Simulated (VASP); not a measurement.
A run of VASP 6.6.1 is set up as follows.

Contents of INCAR:

```
SYSTEM = Sn
ALGO = Normal
EDIFF = 1E-6
ENCUT = 500
GGA_COMPAT = .FALSE.
ISIF = 2
ISMEAR = -1
LASPH = .TRUE.
LCHARG = .TRUE.
LELF = .TRUE.
LREAL = .FALSE.
LVHAR = .TRUE.
LWAVE = .FALSE.
NBANDS = 21
NELM = 120
PREC = Accurate
SIGMA = 0.05
```

The input KPOINTS:

```
k-points
0
G
  15 15 15
  0 0 0
```

File POSCAR:

```
Sn
1.0
   -2.9730380483      2.9730380483      1.6218471360
    2.9730380483     -2.9730380483      1.6218471360
    2.9730380483      2.9730380483     -1.6218471360
Sn
2
Direct
    0.0000000000      0.0000000000      0.0000000000
    0.7500000000      0.2500000000      0.5000000000
```

Potentials or basis: VASP PAW LDA potentials, release 64 (Sn_d).

The run is started by

```console
$ cat potpaw_LDA.64/Sn_d/POTCAR > POTCAR
$ mpirun -np 1 vasp_std > vasp.out
```

Task: Estimate the band gap on the k mesh.

Result: Zero (bands 14 and 15 overlap by 3.98 eV).

Task: Estimate the pressure.

Result: -4.4 GPa.

Stress tensor (GPa, compression positive):
```
-4.12  0.00  0.00
 0.00 -4.12  0.00
 0.00  0.00 -4.88
```

Caveat: the cell stands under tension; spin-orbit coupling is left out, which moves the levels of the heavy elements.
